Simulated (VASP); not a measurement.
Here is a VASP 6.6.1 calculation.

File POSCAR:

```
KBr
1.0
    3.9758688753      0.0000000000      0.0000000000
    0.0000000000      3.9758688753      0.0000000000
    0.0000000000      0.0000000000      3.9758688753
K Br
1 1
Direct
    0.0000000000      0.0000000000      0.0000000000
    0.5000000000      0.5000000000      0.5000000000
```

The input INCAR.step1:

```
ALGO = Normal
EDIFF = 1E-5
ENCUT = 520
GGA = PE
ISIF = 2
ISMEAR = 0
LASPH = T
LCHARG = F
LREAL = F
LWAVE = T
NBANDS = 15
NELM = 80
PREC = Accurate
SIGMA = 0.01
```

File INCAR.step2:

```
AEXX = 0.1
ALGO = Normal
EDIFF = 1E-7
ENCUT = 520
ISIF = 2
ISMEAR = 0
ISTART = 1
LASPH = T
LCHARG = F
LHFCALC = T
LMIXTAU = T
LREAL = F
LWAVE = F
METAGGA = R2SCAN
NBANDS = 15
NELM = 80
PREC = Accurate
PRECFOCK = Normal
SIGMA = 0.01
```

KPOINTS

```
k-points
0
Gamma
  4 4 4
```

Potentials or basis: VASP PAW PBE potentials, release 64 (K_sv, Br).

Run with:

```bash
$ cat potpaw_PBE.64/K_sv/POTCAR potpaw_PBE.64/Br/POTCAR > POTCAR
$ cp INCAR.step1 INCAR
$ mpirun -np 1 vasp_std > vasp.out
$ cp INCAR.step2 INCAR
$ mpirun -np 1 vasp_std > vasp.out
```

**Question.** What does it give for the band gap on the k mesh?

**Answer.** 5.39 eV (least direct gap 5.68 eV).

**Question.** Estimate the pressure.

**Answer.** 0.0 GPa.

Caveat: the PAW data sets were made with another functional, which shifts forces and pressure a little. A k mesh can miss the band edges.
